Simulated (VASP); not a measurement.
Input of a VASP 6.6.1 run:

INCAR

```
SYSTEM = Ca
PREC = Accurate
ENCUT = 520
EDIFF = 1E-7
ISMEAR = -1
SIGMA = 0.1
LREAL = .False.
LASPH = .True.
NELM = 80
ALGO = Normal
ISIF = 2
LWAVE = .False.
LCHARG = .False.
GGA = PE
NBANDS = 17
```

KPOINTS

```
regular mesh
0
Gamma
  9 9 9
  0 0 0
```

The input POSCAR:

```
Ca
1.0
    1.8722711816     -1.0809562707      6.1139663526
    0.0000000000      2.1619125414      6.1139663526
   -1.8722711816     -1.0809562707      6.1139663526
Ca
2
Direct
    0.2500000000      0.2500000000      0.2500000000
   -0.2500000000     -0.2500000000     -0.2500000000
```

Potentials or basis: VASP PAW PBE potentials, release 64 (Ca_sv).

Run with:

```console
$ cat potpaw_PBE.64/Ca_sv/POTCAR > POTCAR
$ mpirun -np 1 vasp_std > vasp.out
```

(1) Estimate the pressure.

(2) Estimate the band gap on the k mesh.

Answers

(1) 2.8 GPa.

(2) zero (band 10 reaches 2.59 eV, above the bottom of band 11 at 2.45 eV).
